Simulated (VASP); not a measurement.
The system is CuI (rocksalt type).

```
Cu I
1.0
     0.00000    2.61428    2.61428
     2.61428    0.00000    2.61428
     2.61428    2.61428    0.00000
Cu I
1 1
Direct
  0.00000 0.00000 0.00000
  0.50000 0.50000 0.50000
```

```yaml
Program: VASP 6.6.1
Task: relaxation of cell and atoms
Functional: LDA
Potentials_or_basis: VASP PAW LDA potentials, release 64 (Cu, I)
Cutoff: 600 eV
k_mesh: 13 × 13 × 13
Occupations: fermi-dirac, width 0.08 eV
Spin: no spin polarisation
```

At the start: pressure 17.0 GPa; volume 17.87 Å³/atom.

**Question.** Where does the relaxation end?

**Answer.** Over 3 steps the energy falls by 144.6 meV/atom and the volume is 21.07 Å³/atom (+17.9 %); space group Fm-3m (No. 225, to 0.1 Å) before and after.

The path:
```
step  energy change (eV)  largest force (eV/Å)  pressure (GPa)  volume (Å³)
   1              0.0000                0.0000           16.99        35.73
   2             -0.2140                0.0000           -4.98        46.46
   3             -0.2893                0.0000           -0.02        42.14
```

Final structure:
```
Cu I
1.0
     0.00000    2.76194    2.76194
     2.76194    0.00000    2.76194
     2.76194    2.76194    0.00000
Cu I
1 1
Cartesian
  0.0000 0.0000 0.0000
  2.7619 2.7619 2.7619
```

Caveat: the volume moved by over 15 % at a fixed basis, so the end points are rough.
